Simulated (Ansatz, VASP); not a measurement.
# Two plane-wave programs on Cu

File INCAR:

```
SYSTEM = Cu
  PREC = Accurate
  ENCUT = 600
  EDIFF = 1E-6
  ISMEAR = 0
  SIGMA = 0.1
  LREAL = .False.
  LASPH = .True.
  NELM = 60
  ALGO = Fast
  ISIF = 3
  LWAVE = .False.
  LCHARG = .False.
  GGA = PE
  IBRION = 2
  NSW = 100
  EDIFFG = -0.01
```

File KPOINTS:

```
Automatic mesh
0
Gamma
  24 24 24
  0 0 0
```

File POSCAR:

```
Cu
1.0
    1.3037163091      0.7527009620      2.0387850286
   -1.3037163091      0.7527009620      2.0387850286
    0.0000000000     -1.5054019240      2.0387850286
Cu
1
Direct
    0.5000000000      0.5000000000      0.5000000000
```

Input for Ansatz:

```yaml
crystal:
  lattice:
    - [1.3037163091, 0.752700962, 2.0387850286]
    - [-1.3037163091, 0.752700962, 2.0387850286]
    - [0.0, -1.505401924, 2.0387850286]
  atoms:
    - { symbol: Cu, position: [0.5, 0.5, 0.5] }
basis:
  ecutwfc: 420
kpoints:
  mp_grid: { grid: [24, 24, 24] }
hamiltonian:
  xc: pbe
scf:
  occupations: { method: gaussian, width: 0.1 }
output:
  forces: true
  stress: true
  eigenvalues: true
relax:
  adjacent_minimum: "off"
  f_tol: 0.01
  max_steps: 80
  cell: { stress_tol: 0.05 }
```

Alike in both runs: task relaxation of cell and atoms; functional PBE; k mesh 24 × 24 × 24; occupations gaussian, width 0.1 eV; no spin polarisation.

```csv
,VASP,Ansatz
version,VASP 6.6.1,Ansatz 0.2.0
potentials or method,"VASP PAW PBE potentials, release 64 (Cu), cutoff 600 eV","scalar-relativistic, plane waves, PAW"
valence electrons in the cell,11,19
```

|  | VASP | Ansatz | Ansatz less VASP |
| --- | --- | --- | --- |
| gap on the k mesh at the Fermi level, each at its own relaxed structure (eV) | none | none | - |
| relaxed volume (Å³/atom) | 12.01 | 11.96 | -0.049 |
| relaxed length of the cell vector where the two differ most in proportion (Å) | 2.571 | 2.567 | -0.0043 |

A gap of «none» marks a metal or a gap that the smearing closes. VASP's potentials hold 11 valence electrons a cell and Ansatz's 19, so a difference there can come from the potentials and not from the codes.
